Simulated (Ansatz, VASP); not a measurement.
## Ag in VASP and in Ansatz

```
Ag
1.0
     0.00000    2.02792    2.02792
     2.02792    0.00000    2.02792
     2.02792    2.02792    0.00000
Ag
1
Direct
  0.50000 0.50000 0.50000
```

Alike in both runs: task relaxation of cell and atoms; functional PBEsol; k mesh 24 × 24 × 24; occupations gaussian, width 0.1 eV; no spin polarisation.

|  | VASP | Ansatz |
| --- | --- | --- |
| version | VASP 6.6.1 | Ansatz 0.2.0 |
| potentials or method | VASP PAW PBE potentials, release 64 (Ag), cutoff 600 eV | scalar-relativistic, plane waves, PAW |
| valence electrons in the cell | 11 | 19 |

|  | VASP | Ansatz | Ansatz less VASP |
| --- | --- | --- | --- |
| gap on the k mesh at the Fermi level, each at its own relaxed structure (eV) | none | none | - |
| relaxed volume (Å³/atom) | 16.62 | 16.65 | +0.033 |
| relaxed cell length with the largest relative difference (Å) | 2.864 | 2.866 | +0.0019 |

VASP's potentials were made for PBE, not for PBEsol. A gap of «none» marks a metal or a gap that the smearing closes. VASP's potentials hold 11 valence electrons a cell and Ansatz's 19, so a difference there can come from the potentials and not from the codes.
